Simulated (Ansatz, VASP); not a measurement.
## One calculation of Al4Si2HO9F3, two programs

```xyz
38
Lattice="8.4910 0.0000 0.0000 0.0000 4.7216 0.0000 -0.0039 0.0000 8.9286" Properties=species:S:1:pos:R:3 pbc="T T T"
Al    4.9465    0.4609    7.8713
Al    7.7900    0.4546    7.8655
Al    7.8150    1.9007    3.4168
Al    4.9484    1.9138    3.3853
Al    3.5406    2.8218    1.0573
Al    0.6972    2.8155    1.0631
Al    0.6722    4.2615    5.5118
Al    3.5387    4.2746    5.5433
Si    2.1287    0.4745    2.7392
Si    2.1250    1.8760    7.2381
Si    6.3585    2.8353    6.1894
Si    6.3621    4.2368    1.6905
H     1.4157    2.3222    4.4378
H     7.0715    4.6830    4.4908
O     2.1386    0.2453    4.3976
O     7.9235    0.4239    4.4904
O     6.3462    0.9533    2.5199
O     0.8031    0.9696    6.8120
O     3.4623    0.9884    6.8001
O     0.8004    1.3561    2.2879
O     3.4636    1.3737    2.3226
O     6.3570    1.3911    6.9862
O     2.1237    2.1875    8.8690
O     6.3486    2.6061    4.5310
O     0.5636    2.7847    4.4382
O     2.1409    3.3142    6.4087
O     5.0249    3.3492    2.1285
O     7.6841    3.3304    2.1166
O     5.0235    3.7345    6.6061
O     7.6867    3.7169    6.6407
O     2.1301    3.7519    1.9424
O     6.3635    4.5484    0.0596
F     4.7387    0.4673    4.4878
F     4.7195    1.9180    0.0038
F     8.0161    1.9078    8.9256
F     3.7484    2.8281    4.4408
F     0.4710    4.2686    0.0030
F     3.7676    4.2788    8.9248
```

Alike in both runs: task electric field gradients; functional LDA; k mesh 3 × 5 × 3; occupations fermi-dirac, width 0.02 eV; no spin polarisation.

|  | VASP | Ansatz |
| --- | --- | --- |
| version | VASP 6.6.1 | Ansatz 0.2.0 |
| potentials or method | VASP PAW LDA potentials, release 64 (Al, Si, H, O, F) | plane-wave PAW, scalar-relativistic |
| plane-wave cutoff (eV) | 520 | 420 |
| valence electrons in the cell | 192 | 192 |

```csv
,VASP,Ansatz,Ansatz less VASP
gap on the k mesh at the Fermi level (eV),5.19,5.20,+0.012
pressure (GPa),-9.6,-10.2,-0.58
"traceless stress, the component that is largest in VASP (GPa)",-0.17,-0.13,+0.046
rms of the force components (eV/Å),0.139,0.125,-0.0139
size of Vzz on the site where it differs most (V/Å²),74.7,76.6,+1.91
```

LDA's correlation is that of Perdew and Zunger in VASP and of Perdew and Wang (1992) in Ansatz. Atom by atom the forces differ by 0.040 eV/Å (rms over components).
